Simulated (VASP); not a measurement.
# Si (a cell with a defect) in VASP: notebook

The runs below take Si (a cell with a defect) through single point, with PBEsol.

All numbers are computed with VASP 6.6.1; they aren't measurements. Logs are shortened: lines on timing, memory, paths and dates and some standing lists are left out, and cuts for length are marked.

### 1 The cell of the first run

The cell holds a defect, 17 atoms: a = 7.679 Å, b = 7.679 Å, c = 7.679 Å, α = 60.00°, β = 60.00°, γ = 60.00°.

### 2 Single point, PBEsol

The input, INCAR:

```
ALGO = Normal ; EDIFF = 1E-6
ENCUT = 520 ; GGA = PS
ISIF = 2 ; ISMEAR = 0
LASPH = True ; LCHARG = False
LREAL = Auto ; LWAVE = False
NBANDS = 48 ; NELM = 60
PREC = Accurate ; SIGMA = 0.02
```

The input, KPOINTS:

```
k-points
0
Gamma
  2 2 2
```

The input, POSCAR:

```
Si
1.0
    0.0000000000      5.4300000000      5.4300000000
    5.4300000000      0.0000000000      5.4300000000
    5.4300000000      5.4300000000      0.0000000000
Si
17
Direct
   -0.0034057090      0.0031600368      0.0025377532
    0.1259845304      0.1246775322      0.1241110497
   -0.0034638122      0.0031639963      0.4965908840
    0.1223799263      0.1315845304      0.6224373849
   -0.0034267956      0.4971621547      0.0025496317
    0.1224579190      0.6230767035      0.1308301105
   -0.0005848987      0.5002732965      0.4995066298
    0.1223916206      0.6230428177      0.6224501842
    0.4995902394      0.0001546961     -0.0003532228
    0.6241140884      0.1247172192      0.1241717311
    0.5024760589      0.0031655617      0.4966523020
    0.6240563536      0.1246784530      0.6260408840
    0.5025164825      0.4972000921      0.0025838858
    0.6240894107      0.6265487109      0.1241466851
    0.5024861878      0.4971635359      0.4966311234
    0.6307403315      0.6230882136      0.6225270718
    0.2494002762      0.7502868324      0.7494956722
```

Potentials or basis: VASP PAW PBE potentials, release 64 (Si).

The run is started by

```bash
$ cat potpaw_PBE.64/Si/POTCAR > POTCAR
$ mpirun -np 1 vasp_std > vasp.out
```

OUTCAR:

```text
EDIFF = 1E-6
   ENCUT = 520
   GGA = PS
   ISIF = 2
   ISMEAR = 0
   LASPH = True
   LREAL = Auto
   NELM = 60
   PREC = Accurate

 ion  position               nearest neighbor table
   1  0.997  0.003  0.003-  10 2.34   2 2.34   6 2.38   4 2.38  17 2.75
   2  0.126  0.125  0.124-   3 2.34   1 2.34   5 2.34   9 2.34
   3  0.997  0.003  0.497-   2 2.34  12 2.34   4 2.38   8 2.38  17 2.75
   4  0.122  0.132  0.622-   7 2.31  11 2.38   1 2.38   3 2.38  17 2.39
   5  0.997  0.497  0.003-  14 2.34   2 2.34   6 2.38   8 2.38  17 2.75
   6  0.122  0.623  0.131-   7 2.31  13 2.38   5 2.38   1 2.38  17 2.39
   7  0.999  0.500  0.500-  16 2.31   6 2.31   4 2.31   8 2.31
   8  0.122  0.623  0.622-   7 2.31  15 2.38   5 2.38   3 2.38  17 2.39
   9  0.500  0.000  1.000-   2 2.34  12 2.34  14 2.34  10 2.34
  10  0.624  0.125  0.124-   1 2.34  11 2.34  13 2.34   9 2.34
  11  0.502  0.003  0.497-  10 2.34  12 2.34  16 2.38   4 2.38  17 2.75
  12  0.624  0.125  0.626-   3 2.34  11 2.34  15 2.34   9 2.34
  13  0.503  0.497  0.003-  10 2.34  14 2.34  16 2.38   6 2.38  17 2.75
  14  0.624  0.627  0.124-  13 2.34   5 2.34  15 2.34   9 2.34
  15  0.502  0.497  0.497-  14 2.34  12 2.34  16 2.38   8 2.38  17 2.75
  16  0.631  0.623  0.623-   7 2.31  13 2.38  15 2.38  11 2.38  17 2.39
  17  0.249  0.750  0.749-   4 2.39   8 2.39   6 2.39  16 2.39   3 2.75   1 2.75   5 2.75  11 2.75
                            15 2.75  13 2.75

  LATTYP: Found a face centered cubic cell.
 ALAT       =    10.8600000000

  Lattice vectors:

 A1 = (   0.0000000000,   5.4300000000,   5.4300000000)
 A2 = (   5.4300000000,   0.0000000000,   5.4300000000)
 A3 = (   5.4300000000,   5.4300000000,   0.0000000000)

Analysis of symmetry for initial positions (statically):
=====================================================================
 Subroutine PRICEL returns:
 Original cell was already a primitive cell.

 Routine SETGRP: Setting up the symmetry group for a
 face centered cubic supercell.

 Subroutine GETGRP returns: Found  1 space group operations
 (whereof  1 operations were pure point group operations)
 out of a pool of 48 trial point group operations.

The static configuration has the point symmetry C_1 .

Analysis of symmetry for dynamics (positions and initial velocities):
=====================================================================
 Subroutine PRICEL returns:
 Original cell was already a primitive cell.

[... 125 lines left out ...]
   NFREE  =      0    steps in history (QN), initial steepest desc. (CG)
   ISIF   =      2    stress and relaxation
   ISYM   =      2    0-nonsym 1-usesym 2-fastsym
   POTIM  = 0.5000    time-step for ionic-motion
   TEBEG  =    0.0;   TEEND  =   0.0 temperature during run
   PSTRESS=    0.0 pullay stress
   NELECT =      68.0000    total number of electrons
   NUPDOWN=      -1.0000    fix difference up-down
   EMIN   =  10.00;   EMAX   =-10.00  energy-range for DOS
   EFERMI =   0.00;   METHOD = LEGACY
   ISMEAR =     0;   SIGMA  =   0.02  broadening in eV -4-tet -1-fermi 0-gaus
   EFERMI_NEDOS =   21; number of points for ismear=-14 and -15
   IALGO  =     38    algorithm
   IMIX   =      4    mixing-type and parameters
     AMIX     =   0.40;   BMIX     =  1.00
     AMIX_MAG =   1.60;   BMIX_MAG =  1.00
  volume/ion in A,a.u.               =      18.84       127.11
  Fermi-wavevector in a.u.,A,eV,Ry     =   0.976715  1.845724 12.979587  0.953973
  Thomas-Fermi vector in A             =   2.107356
   LORBIT       =      0    0 simple, 1 ext, 2 COOP (PROOUT), +10 PAW based schemes
   GGA     = PS    functional components
   LHFCALC =     F    Hartree Fock is set to
   AEXX    =    0.0000 exact exchange contribution
   IVDW    =     0    specifies the selected vdW correction
   LEPSILON=     F    determine dielectric tensor
   LRPA    =     F    only Hartree local field effects (RPA)
 non-spin polarized calculation
 Gauss-broadening in eV      SIGMA  =   0.02
  energy-cutoff  :      520.00
  volume of cell :      320.21
 maximum number of plane-waves:      8646
 NGX is ok and might be reduce to    60
   NGX = 29   NGY = 29   NGZ = 29

 number of electron      68.0000001 magnetization

 Free energy of the ion-electron system (eV)
  ---------------------------------------------------
  ext. energy  EPLUGINS =         0.00000000
  ---------------------------------------------------
  free energy    TOTEN  =       -93.92168087 eV

  energy without entropy =      -93.91771997  energy(sigma->0) =      -93.91970042

 E-fermi :   6.8059     XC(G=0):  -9.8056

 val. band max:        6.5624474692   @ k =   0.0000   0.0000   0.0000
 cond. band min:       6.8120855643   @ k =   0.5000   0.0000   0.5000
 fundamental gap:      0.2496380952
 Fermi energy:         6.8058658222

 k-point     1 :       0.0000    0.0000    0.0000
  band No.  band energies     occupation
      1      -6.3884      2.00000
      2      -3.8279      2.00000
      3      -3.6834      2.00000
      4      -3.6832      2.00000
      5      -3.6831      2.00000
      6      -2.8699      2.00000
[... 381 lines left out ...]
     45      10.0367      0.00000
     46      10.0380      0.00000
 [bands above 46 left out]

------------------------ aborting loop because EDIFF is reached ----------------------------------------

  FORCE on cell =-STRESS in cart. coord.  units (eV):
  Direction    XX          YY          ZZ          XY          YZ          ZX
  --------------------------------------------------------------------------------------
  -------------------------------------------------------------------------------------
  Total        7.0097044      7.0157978      7.0093788      0.0000321      0.0005519      0.0029344
  in kB       35.0736369     35.1041260     35.0720076      0.0001606      0.0027613      0.0146823
  external PRESSURE =      35.0832568 kB  Pullay stress =       0.0000000 kB

 VOLUME and BASIS-vectors are now :
 -----------------------------------------------------------------------------
  energy-cutoff  :      520.00
  volume of cell :      320.21
      direct lattice vectors                 reciprocal lattice vectors
     0.000000000  5.430000000  5.430000000    -0.092081031  0.092081031  0.092081031
     5.430000000  0.000000000  5.430000000     0.092081031 -0.092081031  0.092081031
     5.430000000  5.430000000  0.000000000     0.092081031  0.092081031 -0.092081031

 POSITION                                       TOTAL-FORCE (eV/Angst)
 -----------------------------------------------------------------------------------
      0.03094      5.42529      5.42867        -0.003630     -0.001698     -0.000048
      1.35092      1.35802      1.36109         0.003918     -0.000165     -0.001925
      2.71367      8.10768      5.42837        -0.000957      0.002192     -0.001313
      4.09434      4.04436      1.37903         0.004799     -0.003139      0.004313
      2.71344      5.42524      8.11098        -0.000786     -0.001254      0.003587
      4.09371      1.37535      4.04825         0.003823      0.003761     -0.003163
[... 9 lines left out ...]
      6.76369      6.80524      6.80829        -0.003171      0.003643      0.003661
      8.14382      5.42400      5.42830        -0.000133      0.002060      0.000146
 -----------------------------------------------------------------------------------
    total drift:                                0.001566      0.005017      0.002929

  FREE ENERGIE OF THE ION-ELECTRON SYSTEM (eV)
  ---------------------------------------------------
  free  energy   TOTEN  =       -93.9216808659 eV

  energy  without entropy=      -93.9177199686  energy(sigma->0) =      -93.91970042
```

Run time: 2.1 min. Hardware: 1 thread of Intel Xeon 6975P-C (Granite Rapids), shared host; peak memory 0.46 GiB.

Results:

```yaml
Free_energy: -93.9217 eV
Pressure: 3.5 GPa
Largest_force: 0.007 eV/Å
Band_gap_on_the_k_mesh: zero (band 34 reaches 6.81 eV, above the bottom of band 35 at 6.56 eV)
```

Forces in eV/Å, atoms in the order of the input:
```
Si  -0.004 -0.002  0.000
Si   0.004  0.000 -0.002
Si  -0.001  0.002 -0.001
Si   0.005 -0.003  0.004
Si  -0.001 -0.001  0.004
Si   0.004  0.004 -0.003
Si   0.000  0.002  0.001
Si  -0.004 -0.004 -0.004
Si   0.000  0.002  0.000
Si   0.000  0.000  0.000
Si   0.000 -0.002 -0.004
Si  -0.002  0.000  0.004
Si  -0.001 -0.005 -0.001
Si  -0.001  0.002 -0.001
Si   0.003 -0.001 -0.001
Si  -0.003  0.004  0.004
Si   0.000  0.002  0.000
```

Caveat: the k points lie up to 0.50 Å⁻¹ apart; the PAW data sets were made with another functional, which shifts forces and pressure a little.

### 3 Single point, PBEsol

The input, INCAR:

```
PREC     = Accurate       # precision mode
ENCUT    = 520            # plane-wave cutoff, eV
EDIFF    = 1E-7           # SCF threshold, eV
ISMEAR   = 0              # smearing method
SIGMA    = 0.02           # smearing width, eV
LREAL    = Auto         
LASPH    = True           # aspherical terms in the spheres
NELM     = 60             # most SCF steps
ALGO     = Normal         # electronic algorithm
ISIF     = 2              # what is computed and relaxed
LWAVE    = False          # write WAVECAR
LCHARG   = True           # write CHGCAR
GGA      = PS             # functional
LELF     = True           # ELF
LVHAR    = True         
NBANDS   = 48             # bands
```

The input, KPOINTS:

```
regular mesh
0
Gamma
  2 2 2
```

The input, POSCAR:

```
Si
1.0
    0.0000000000      5.4300000000      5.4300000000
    5.4300000000      0.0000000000      5.4300000000
    5.4300000000      5.4300000000      0.0000000000
Si
17
Direct
   -0.0002392265     -0.0012390424      0.0013812155
    0.1217687845      0.1280568140      0.1224477901
   -0.0064780847      0.0023429098      0.5026467772
    0.1211740331      0.1286931860      0.6288202578
   -0.0000918969      0.5005836096      0.0009290976
    0.1247118785      0.6251531308      0.1252406077
   -0.0001967772      0.5011682320      0.4988026703
    0.1216753223      0.6221355433      0.6283254144
    0.5018080110      0.0021076427     -0.0059345304
    0.6274726519      0.1280223757      0.1225107735
    0.5013230203      0.0024736648      0.5026626151
    0.6248128913      0.1250324125      0.6253392265
    0.4984372928      0.5005472376      0.0008105893
    0.6276386740      0.6221570902      0.1223500921
    0.5017862799      0.4937603131      0.5023573665
    0.6275147330      0.6222977901      0.6282005525
    0.3745433702      0.8751665746      0.3755649171
```

Potentials or basis: VASP PAW PBE potentials, release 64 (Si).

The run is started by

```bash
$ cat potpaw_PBE.64/Si/POTCAR > POTCAR
$ mpirun -np 1 vasp_std > vasp.out
```

Wall time 2.7 min (1 thread of Intel Xeon 6975P-C (Granite Rapids), shared host); peak memory 0.46 GiB.

Results (log left out):

```yaml
Free_energy: -93.9217 eV
Pressure: 3.5 GPa
Largest_force: 0.018 eV/Å
Band_gap_on_the_k_mesh: zero (band 34 reaches 6.81 eV, above the bottom of band 35 at 6.56 eV)
```

Forces in eV/Å, atoms in the order of the input:
```
Si  -0.016 -0.002  0.008
Si   0.012  0.006 -0.002
Si   0.010 -0.011 -0.010
Si  -0.016  0.001 -0.005
Si  -0.010  0.007  0.013
Si  -0.004  0.000  0.001
Si  -0.011  0.008 -0.002
Si   0.013  0.003  0.007
Si  -0.004 -0.005  0.005
Si   0.013 -0.002 -0.005
Si   0.008  0.007  0.007
Si  -0.002 -0.002  0.000
Si  -0.004 -0.012 -0.006
Si   0.007  0.000 -0.004
Si  -0.003  0.005 -0.005
Si   0.014 -0.004 -0.007
Si  -0.008  0.001  0.003
```

Levels at points of the mesh, in eV from the Fermi level:
```tsv
k point	band 32	band 33	band 34	band 35	band 36	band 37
(0.00, 0.00, 0.00)	-0.78	-0.77	-0.25	-0.24	-0.24	0.03
(0.50, 0.00, 0.00)	-1.37	-1.37	-0.34	0.51	0.51	0.86
(0.00, 0.50, 0.00)	-1.37	-1.36	-0.34	0.51	0.51	0.86
(0.00, 0.00, 0.50)	-1.37	-1.37	-0.34	0.51	0.51	0.86
(0.50, 0.50, 0.50)	-1.37	-1.37	-0.34	0.51	0.51	0.86
(0.50, 0.50, 0.00)	-1.83	-0.97	0.01	0.71	1.03	1.04
(0.00, 0.50, 0.50)	-1.83	-0.97	0.01	0.71	1.03	1.04
(0.50, 0.00, 0.50)	-1.83	-0.97	0.01	0.71	1.03	1.04
```

Caveat: the k points lie up to 0.50 Å⁻¹ apart; the PAW data sets were made with another functional, which shifts forces and pressure a little.

### 4 Single point, PBEsol

The input, INCAR:

```
SYSTEM = Si
PREC     = Accurate       ! precision mode
ENCUT    = 520            ! plane-wave cutoff, eV
EDIFF    = 1E-6           ! SCF threshold, eV
ISMEAR   = 0              ! smearing method
SIGMA    = 0.02           ! smearing width, eV
LREAL    = Auto         
LASPH    = .True.         ! aspherical terms in the spheres
NELM     = 80             ! most SCF steps
ALGO     = Normal         ! electronic algorithm
ISIF     = 2              ! what is computed and relaxed
LWAVE    = .False.        ! write WAVECAR
LCHARG   = .True.         ! write CHGCAR
GGA      = PS             ! functional
LELF     = .True.         ! ELF
LVHAR    = .True.       
NBANDS   = 48             ! bands
```

The input, KPOINTS:

```
Automatic mesh
0
Gamma
  2 2 2
  0 0 0
```

The input, POSCAR:

```
Si
1.0
    0.0000000000      5.4300000000      5.4300000000
    5.4300000000      0.0000000000      5.4300000000
    5.4300000000      5.4300000000      0.0000000000
Si
17
Direct
   -0.0034057090      0.0031600368      0.0025377532
    0.1259845304      0.1246775322      0.1241110497
   -0.0034638122      0.0031639963      0.4965908840
    0.1223799263      0.1315845304      0.6224373849
   -0.0034267956      0.4971621547      0.0025496317
    0.1224579190      0.6230767035      0.1308301105
   -0.0005848987      0.5002732965      0.4995066298
    0.1223916206      0.6230428177      0.6224501842
    0.4995902394      0.0001546961     -0.0003532228
    0.6241140884      0.1247172192      0.1241717311
    0.5024760589      0.0031655617      0.4966523020
    0.6240563536      0.1246784530      0.6260408840
    0.5025164825      0.4972000921      0.0025838858
    0.6240894107      0.6265487109      0.1241466851
    0.5024861878      0.4971635359      0.4966311234
    0.6307403315      0.6230882136      0.6225270718
    0.2494002762      0.7502868324      0.7494956722
```

The run is started by

```bash
$ cat potpaw_PBE.64/Si/POTCAR > POTCAR
$ mpirun -np 1 vasp_std > vasp.out
```

Run time: 2.1 min. Hardware: 1 thread of Intel Xeon 6975P-C (Granite Rapids), shared host; peak memory 0.46 GiB.

It converged, with:

- Free energy: -93.9217 eV
- Pressure: 3.5 GPa
- Largest force: 0.007 eV/Å
- Band gap on the k mesh: zero (band 34 reaches 6.81 eV, above the bottom of band 35 at 6.56 eV)

Forces on the atoms (eV/Å):
```
Si  -0.004 -0.002  0.000
Si   0.004  0.000 -0.002
Si  -0.001  0.002 -0.001
Si   0.005 -0.003  0.004
Si  -0.001 -0.001  0.004
Si   0.004  0.004 -0.003
Si   0.000  0.002  0.001
Si  -0.004 -0.004 -0.004
Si   0.000  0.002  0.000
Si   0.000  0.000  0.000
Si   0.000 -0.002 -0.004
Si  -0.002  0.000  0.004
Si  -0.001 -0.005 -0.001
Si  -0.001  0.002 -0.001
Si   0.003 -0.001 -0.001
Si  -0.003  0.004  0.004
Si   0.000  0.002  0.000
```

Levels at points of the mesh, in eV from the Fermi level:
```
           k point  band 31  band 32  band 33  band 34  band 35  band 36  band 37  band 38
(0.00, 0.00, 0.00)    -0.78    -0.78    -0.77    -0.24    -0.24    -0.24     0.04     0.04
(0.50, 0.00, 0.00)    -1.52    -1.37    -1.37    -0.34     0.51     0.51     0.86     0.87
(0.00, 0.50, 0.00)    -1.52    -1.37    -1.37    -0.34     0.51     0.51     0.86     0.86
(0.00, 0.00, 0.50)    -1.52    -1.37    -1.37    -0.34     0.51     0.51     0.86     0.87
(0.50, 0.50, 0.50)    -1.52    -1.37    -1.37    -0.34     0.51     0.51     0.86     0.86
(0.50, 0.50, 0.00)    -1.96    -1.83    -0.97     0.01     0.71     1.03     1.03     1.13
(0.00, 0.50, 0.50)    -1.96    -1.83    -0.97     0.01     0.71     1.03     1.03     1.13
(0.50, 0.00, 0.50)    -1.96    -1.83    -0.97     0.01     0.71     1.03     1.03     1.13
```

Caveat: the k points lie up to 0.50 Å⁻¹ apart; the PAW data sets were made with another functional, which shifts forces and pressure a little.
